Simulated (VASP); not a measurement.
# C (Fd-3m) in VASP: a series of runs

C is run at these levels: PBEsol; tasks: single point, relaxation of cell and atoms.

Program: VASP 6.6.1. These are calculated values, not measurements. Logs are shortened: lines on timing, memory, paths and dates and some standing lists are left out, and cuts for length are marked.

## Step 1: The cell of the first run

Symmetry: Fd-3m, No. 227, cubic system. Conventional cell: a = 3.554 Å, b = 3.554 Å, c = 3.554 Å, α = 90.00°, β = 90.00°, γ = 90.00°. Within 2.1 Å of C (site symmetry -43m) lie 4 C at 1.54 Å.

## Step 2: Single point, PBEsol

INCAR reads:

```
SYSTEM = C
PREC     = Accurate       ! precision mode
ENCUT    = 600            ! plane-wave cutoff, eV
EDIFF    = 1E-6           ! SCF threshold, eV
ISMEAR   = 0              ! smearing method
SIGMA    = 0.02           ! smearing width, eV
LREAL    = .FALSE.        ! projectors in reciprocal space
LASPH    = .TRUE.         ! aspherical terms in the spheres
NELM     = 120            ! most SCF steps
ALGO     = Normal         ! electronic algorithm
ISIF     = 2              ! what is computed and relaxed
LWAVE    = .FALSE.        ! write WAVECAR
LCHARG   = .FALSE.        ! write CHGCAR
GGA      = PS             ! functional
NBANDS   = 11             ! bands
GGA_COMPAT= .FALSE.
```

KPOINTS reads:

```
regular mesh
0
G
  12 12 12
  0 0 0
```

POSCAR reads:

```
C
1.0
    0.0000000000      1.7768347277      1.7768347277
    1.7768347277      0.0000000000      1.7768347277
    1.7768347277      1.7768347277      0.0000000000
C
2
Direct
    0.0000000000      0.0000000000      0.0000000000
    0.2500000000      0.2500000000      0.2500000000
```

Potentials or basis: VASP PAW PBE potentials, release 64 (C).

Command:

```
$ cat potpaw_PBE.64/C/POTCAR > POTCAR
$ mpirun -np 1 vasp_std > vasp.out
```

OUTCAR:

```text
SYSTEM = C
   PREC = Accurate
   ENCUT = 600
   EDIFF = 1E-6
   ISMEAR = 0
   LREAL = .FALSE.
   LASPH = .TRUE.
   NELM = 120
   ISIF = 2
   GGA = PS

 ion  position               nearest neighbor table
   1  0.000  0.000  0.000-   2 1.54   2 1.54   2 1.54   2 1.54
   2  0.250  0.250  0.250-   1 1.54   1 1.54   1 1.54   1 1.54

  LATTYP: Found a face centered cubic cell.
 ALAT       =     3.5536694554

  Lattice vectors:

 A1 = (   0.0000000000,   1.7768347277,   1.7768347277)
 A2 = (   1.7768347277,   0.0000000000,   1.7768347277)
 A3 = (   1.7768347277,   1.7768347277,   0.0000000000)

Analysis of symmetry for initial positions (statically):
=====================================================================
 Subroutine PRICEL returns:
 Original cell was already a primitive cell.

 Routine SETGRP: Setting up the symmetry group for a
 face centered cubic supercell.

 Subroutine GETGRP returns: Found 48 space group operations
 (whereof 24 operations were pure point group operations)
 out of a pool of 48 trial point group operations.

The static configuration has the point symmetry T_d .
 The point group associated with its full space group is O_h .

Analysis of symmetry for dynamics (positions and initial velocities):
=====================================================================
 Subroutine PRICEL returns:
 Original cell was already a primitive cell.

 Routine SETGRP: Setting up the symmetry group for a
 face centered cubic supercell.

 Subroutine GETGRP returns: Found 48 space group operations
 (whereof 24 operations were pure point group operations)
 out of a pool of 48 trial point group operations.

The dynamic configuration has the point symmetry T_d .
 The point group associated with its full space group is O_h .

 Subroutine INISYM returns: Found 48 space group operations
 (whereof 24 operations are pure point group operations),
 and found     1 'primitive' translations

----------------------------------------------------------------------------------------

                                     Primitive cell

  volume of cell :      11.2194

  direct lattice vectors                    reciprocal lattice vectors
[... 85 lines left out ...]
   ENCUT  =  600.0 eV  44.10 Ry    6.64 a.u.   5.02  5.02  5.02*2*pi/ulx,y,z
   NELM   =    120;   NELMIN=  2; NELMDL= -5     # of ELM steps
   EDIFF  = 0.1E-05   stopping-criterion for ELM
   LREAL  =      F    real-space projection
   EDIFFG = 0.1E-04   stopping-criterion for IOM
   NSW    =      0    number of steps for IOM
   IBRION =     -1    ionic relax: 0-MD 1-quasi-New 2-CG
   NFREE  =      0    steps in history (QN), initial steepest desc. (CG)
   ISIF   =      2    stress and relaxation
   ISYM   =      2    0-nonsym 1-usesym 2-fastsym
   POTIM  = 0.5000    time-step for ionic-motion
   TEBEG  =    0.0;   TEEND  =   0.0 temperature during run
   PSTRESS=    0.0 pullay stress
   NELECT =       8.0000    total number of electrons
   NUPDOWN=      -1.0000    fix difference up-down
   EMIN   =  10.00;   EMAX   =-10.00  energy-range for DOS
   EFERMI =   0.00;   METHOD = LEGACY
   ISMEAR =     0;   SIGMA  =   0.02  broadening in eV -4-tet -1-fermi 0-gaus
   EFERMI_NEDOS =   21; number of points for ismear=-14 and -15
   IALGO  =     38    algorithm
   IMIX   =      4    mixing-type and parameters
     AMIX     =   0.40;   BMIX     =  1.00
     AMIX_MAG =   1.60;   BMIX_MAG =  1.00
  volume/ion in A,a.u.               =       5.61        37.86
  Fermi-wavevector in a.u.,A,eV,Ry     =   1.462563  2.763843 29.104077  2.139089
  Thomas-Fermi vector in A             =   2.578761
   LORBIT       =      0    0 simple, 1 ext, 2 COOP (PROOUT), +10 PAW based schemes
   GGA     = PS    functional components
   LHFCALC =     F    Hartree Fock is set to
   AEXX    =    0.0000 exact exchange contribution
   IVDW    =     0    specifies the selected vdW correction
   LEPSILON=     F    determine dielectric tensor
   LRPA    =     F    only Hartree local field effects (RPA)
 non-spin polarized calculation
 Gauss-broadening in eV      SIGMA  =   0.02
  energy-cutoff  :      600.00
  volume of cell :       11.22
 maximum number of plane-waves:       388
   NGX =  9   NGY =  9   NGZ =  9

 number of electron       7.9999999 magnetization

 Free energy of the ion-electron system (eV)
  ---------------------------------------------------
  ext. energy  EPLUGINS =         0.00000000
  ---------------------------------------------------
  free energy    TOTEN  =       -19.25424289 eV

  energy without entropy =      -19.25424289  energy(sigma->0) =      -19.25424289

 E-fermi :  10.0313     XC(G=0): -13.4872

 val. band max:        9.8679789480   @ k =   0.0000   0.0000   0.0000
 cond. band min:      13.9292481749   @ k =   0.3333   0.3333   0.0000
 fundamental gap:      4.0612692269
 Fermi energy:        10.0313202231

 k-point     1 :       0.0000    0.0000    0.0000
  band No.  band energies     occupation
      1     -11.8019      2.00000
      2       9.8680      2.00000
      3       9.8680      2.00000
      4       9.8680      2.00000
      5      15.4377      0.00000
      6      15.4377      0.00000
      7      15.4377      0.00000
      8      23.4879      0.00000
      9      28.9688      0.00000
     10      36.4591      0.00000
     11      36.4591      0.00000
[... 309 lines left out ...]
 k-point    24 :      -0.4167    0.1667    0.0000
  band No.  band energies     occupation
      1      -5.5097      2.00000
      2      -2.8458      2.00000
      3       4.3212      2.00000
      4       6.2223      2.00000
      5      17.3369      0.00000
      6      20.1110      0.00000
      7      21.1890      0.00000
      8      25.3341      0.00000
      9      29.2185      0.00000
     10      34.0075      0.00000
     11      34.4697      0.00000

 [... further k-points ...]
[... 5 lines left out ...]
  --------------------------------------------------------------------------------------
  -------------------------------------------------------------------------------------
  Total        0.0344560      0.0344560      0.0344560     -0.0000000     -0.0000000     -0.0000000
  in kB        4.9204426      4.9204426      4.9204426     -0.0000000     -0.0000000     -0.0000000
  external PRESSURE =       4.9204426 kB  Pullay stress =       0.0000000 kB

 VOLUME and BASIS-vectors are now :
 -----------------------------------------------------------------------------
  energy-cutoff  :      600.00
  volume of cell :       11.22
      direct lattice vectors                 reciprocal lattice vectors
     0.000000000  1.776834728  1.776834728    -0.281399273  0.281399273  0.281399273
     1.776834728  0.000000000  1.776834728     0.281399273 -0.281399273  0.281399273
     1.776834728  1.776834728  0.000000000     0.281399273  0.281399273 -0.281399273

 POSITION                                       TOTAL-FORCE (eV/Angst)
 -----------------------------------------------------------------------------------
      0.00000      0.00000      0.00000         0.000000      0.000000      0.000000
      0.88842      0.88842      0.88842        -0.000000     -0.000000     -0.000000
 -----------------------------------------------------------------------------------
    total drift:                                0.000000      0.000000      0.000000

  FREE ENERGIE OF THE ION-ELECTRON SYSTEM (eV)
  ---------------------------------------------------
  free  energy   TOTEN  =       -19.2542428857 eV

  energy  without entropy=      -19.2542428857  energy(sigma->0) =      -19.25424289
```

stdout:

```text
POSCAR found type information on POSCAR C
 POSCAR found :  1 types and       2 ions
 scaLAPACK will be used
 -----------------------------------------------------------------------------
|                                                                             |
|                                                                             |
|     You enforced a specific xc type in the INCAR file but a different       |
|     I HOPE YOU KNOW WHAT YOU ARE DOING!                                     |
|                                                                             |
 -----------------------------------------------------------------------------

 LDA part: xc-table for (Slater+PW92), standard interpolation
 POSCAR, INCAR and KPOINTS ok, starting setup
 FFT: planning ... GRIDC
 FFT: planning ... GRID_SOFT
 FFT: planning ... GRID
 WAVECAR not read
 entering main loop
```

Wall time 13 s (1 thread of Intel Xeon 8259CL, shared host); peak memory 0.12 GiB.

What came out:

- Free energy: -19.2542 eV
- Pressure: 0.5 GPa
- Band gap on the k mesh: 4.06 eV, indirect (least direct gap 5.57 eV)

Caveat: the PAW data sets were made with another functional, which shifts forces and pressure a little. A k mesh can miss the band edges.

## Step 3: Single point, PBEsol

INCAR reads:

```
PREC     = Accurate       # precision mode
ENCUT    = 600            # plane-wave cutoff, eV
EDIFF    = 1E-6           # SCF threshold, eV
ISMEAR   = 0              # smearing method
SIGMA    = 0.02           # smearing width, eV
LREAL    = False          # projectors in reciprocal space
LASPH    = True           # aspherical terms in the spheres
NELM     = 120            # most SCF steps
ALGO     = Normal         # electronic algorithm
ISIF     = 2              # what is computed and relaxed
LWAVE    = False          # write WAVECAR
LCHARG   = False          # write CHGCAR
GGA      = PS             # functional
NBANDS   = 11             # bands
GGA_COMPAT= False
```

KPOINTS reads:

```
Automatic mesh
0
Gamma
  12 12 12
```

POSCAR is that of step 2.

Potentials or basis: VASP PAW PBE potentials, release 64 (C).

Command:

```
$ cat potpaw_PBE.64/C/POTCAR > POTCAR
$ mpirun -np 1 vasp_std > vasp.out
```

Wall time 14 s (1 thread of Intel Xeon 8259CL, shared host); peak memory 0.12 GiB.

Results (log left out):

* Free energy: -19.2542 eV
* Pressure: 0.5 GPa
* Band gap on the k mesh: 4.06 eV, indirect (least direct gap 5.57 eV)

Levels at points of the mesh, in eV from the valence-band top:
| k point | band 2 | band 3 | band 4 | band 5 | band 6 | band 7 |
| --- | --- | --- | --- | --- | --- | --- |
| (0.00, 0.00, 0.00) | 0.00 | 0.00 | 0.00 | 5.57 | 5.57 | 5.57 |
| (0.50, 0.00, 0.00) | -13.59 | -2.84 | -2.84 | 8.43 | 8.43 | 8.99 |
| (0.50, 0.50, 0.00) | -12.86 | -6.41 | -6.41 | 4.62 | 4.62 | 16.95 |

Caveat: the PAW data sets were made with another functional, which shifts forces and pressure a little.

## Step 4: Relaxation of cell and atoms, PBEsol

This run uses another cell than the first one, of 5.67 Å³/atom, 1.011 times its volume.

INCAR reads:

```
PREC     = Accurate       # precision mode
ENCUT    = 600            # plane-wave cutoff, eV
EDIFF    = 1E-7           # SCF threshold, eV
ISMEAR   = 0              # smearing method
SIGMA    = 0.02           # smearing width, eV
LREAL    = F              # projectors in reciprocal space
LASPH    = T              # aspherical terms in the spheres
NELM     = 120            # most SCF steps
ALGO     = Normal         # electronic algorithm
ISIF     = 3              # what is computed and relaxed
LWAVE    = F              # write WAVECAR
LCHARG   = F              # write CHGCAR
GGA      = PS             # functional
IBRION   = 2              # ionic algorithm
NSW      = 100            # ionic steps
EDIFFG   = -0.002         # ionic threshold
GGA_COMPAT= F            
NELMIN   = 4
```

KPOINTS reads:

```
regular mesh
0
Gamma
  12 12 12
```

POSCAR reads:

```
C
1.0
    0.0000000000      1.7835000000      1.7835000000
    1.7835000000      0.0000000000      1.7835000000
    1.7835000000      1.7835000000      0.0000000000
C
2
Direct
    0.0000000000      0.0000000000      0.0000000000
    0.2500000000      0.2500000000      0.2500000000
```

Command:

```
$ cat potpaw_PBE.64/C/POTCAR > POTCAR
$ mpirun -np 1 vasp_std > vasp.out
```

Run time: 24 s. Hardware: 1 thread of Intel Xeon 8259CL, shared host; peak memory 0.12 GiB.

It converged, with:

| Item | Value |
| --- | --- |
| Free energy | -19.2548 eV |
| Relaxed volume | 5.62 Å³/atom |
| Relaxed cell | a = 2.514 Å, b = 2.514 Å, c = 2.514 Å, α = 60.00°, β = 60.00°, γ = 60.00° |
| Space group after relaxing (to 0.05 Å) | Fd-3m (No. 227) |
| Energy gained by relaxing | 0.8 meV/atom |
| Ionic steps | 3 |
| Pressure after relaxing | 0.0 GPa |
| Band gap on the k mesh | 4.06 eV, indirect (least direct gap 5.57 eV) |

Step by step:
| step | energy change (eV) | largest force (eV/Å) | pressure (GPa) | volume (Å³) |
| --- | --- | --- | --- | --- |
| 1 | 0.0000 | 0.0000 | -4.50 | 11.35 |
| 2 | 0.0010 | 0.0000 | 5.95 | 11.09 |
| 3 | -0.0016 | 0.0000 | -0.01 | 11.23 |

Final structure:
```
C
1.0
     0.00000    1.77745    1.77745
     1.77745    0.00000    1.77745
     1.77745    1.77745    0.00000
C
2
Cartesian
  0.0000 0.0000 0.0000
  0.8887 0.8887 0.8887
```

Levels at points of the mesh, in eV from the valence-band top:
| k point | band 2 | band 3 | band 4 | band 5 | band 6 | band 7 |
| --- | --- | --- | --- | --- | --- | --- |
| (0.00, 0.00, 0.00) | 0.00 | 0.00 | 0.00 | 5.57 | 5.57 | 5.57 |
| (0.50, 0.00, 0.00) | -13.58 | -2.84 | -2.84 | 8.43 | 8.43 | 8.97 |
| (0.50, 0.50, 0.00) | -12.85 | -6.40 | -6.40 | 4.62 | 4.62 | 16.93 |

Caveat: the PAW data sets were made with another functional, which shifts forces and pressure a little. Expect the measured gap to be larger: semilocal functionals such as PBEsol lack the derivative discontinuity.
